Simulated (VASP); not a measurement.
Write the native input for VASP 6.6.1 that does the following.

| Property | Result |
| --- | --- |
| Task | relaxation of cell and atoms |
| Functional | PBEsol |
| Potentials or basis | VASP PAW PBE potentials, release 64 (In_d, As) |
| Cutoff | 600 eV |
| k mesh | 10 × 10 × 10 |
| Occupations | gaussian, width 0.1 eV |
| Spin | no spin polarisation |
| Dipole correction | no |
| Further INCAR settings | ALGO = Normal; EDIFF = 1e-07; IBRION = 2; EDIFFG = -0.005; NSW = 70; ISIF = 3 |

The structure of InAs lies in POSCAR:

```
InAs
1.0
    0.0000000000      3.0180000000      3.0180000000
    3.0180000000      0.0000000000      3.0180000000
    3.0180000000      3.0180000000      0.0000000000
In As
1 1
Direct
    0.0000000000      0.0000000000      0.0000000000
    0.2500000000      0.2500000000      0.2500000000
```

One way to write it, as run:

INCAR

```
PREC = Accurate ; ENCUT = 600
EDIFF = 1E-7 ; ISMEAR = 0
SIGMA = 0.1 ; LREAL = False
LASPH = True ; NELM = 60
ALGO = Normal ; ISIF = 3
LWAVE = False ; LCHARG = False
GGA = PS ; IBRION = 2
NSW = 70 ; EDIFFG = -0.005
```

KPOINTS

```
Automatic mesh
0
Gamma
  10 10 10
```

Potentials or basis: VASP PAW PBE potentials, release 64 (In_d, As).

The run is started by

```sh
$ cat potpaw_PBE.64/In_d/POTCAR potpaw_PBE.64/As/POTCAR > POTCAR
$ mpirun -np 1 vasp_std > vasp.out
```

It gave:

```
Relaxed volume                        : 28.25 Å³/atom
Relaxed cell                          : a = 4.307 Å, b = 4.307 Å, c = 4.307 Å, α = 60.00°, β = 60.00°, γ = 60.00°
Space group after relaxing (to 0.1 Å) : F-43m (No. 216)
Energy gained by relaxing             : 3.7 meV/atom
Ionic steps                           : 3
Pressure after relaxing               : 0.0 GPa
Band gap on the k mesh                : zero (filled and empty bands touch)
```

Caveat: semilocal functionals underestimate gaps, so a narrow gap can read as zero; the PAW data sets were made with another functional, which shifts forces and pressure a little; spin-orbit coupling is left out, which moves the levels of the heavy elements.

It took 120 s on 1 thread of Intel Xeon 8259CL, on a shared host, peak memory 0.24 GiB.
